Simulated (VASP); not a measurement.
Runs of VASP 6.6.1 on W. The structure is that of space group Im-3m (No. 229), or close to it. The cells are those of the table. 

```csv
cell,gap on the mesh (eV),pressure (GPa)
"a = 3.232, b = 3.153, c = 3.153 Å, 2 atoms",none,-1.6
"a = 3.073, b = 3.196, c = 3.196 Å, 2 atoms",none,(b)
"a = 3.105, b = 3.184, c = 3.184 Å, 2 atoms",none,4.9
"a = 3.232, b = 3.151, c = 3.151 Å, 2 atoms",none,-1.4
"a = 3.105, b = 3.187, c = 3.187 Å, 2 atoms",none,4.2
"a = 3.073, b = 3.073, c = 3.225 Å, 2 atoms",none,(a)
"a = 3.168 Å, 2 atoms",none,1.4
"a = 3.073, b = 3.192, c = 3.192 Å, 2 atoms",none,6.8
```

Alike in all rows: task single point; level r2SCAN; potentials or basis VASP PAW PBE potentials, release 64 (W_sv); no spin polarisation; k mesh 16 × 16 × 16; cutoff (eV) 520; smearing gaussian 0.1 eV.

Q: Fill in the values left out.

A: (a) 17.1; (b) 6.0.

Caveats: the PAW data sets were made with another functional, which shifts forces and pressure a little; spin-orbit coupling is left out, which moves the levels of the heavy elements; the cell stands under pressure (at least some runs).

A k mesh can miss the band edges, and the runs leave out spin-orbit coupling on W.

A gap of «none» marks levels without a gap at the run's occupations.
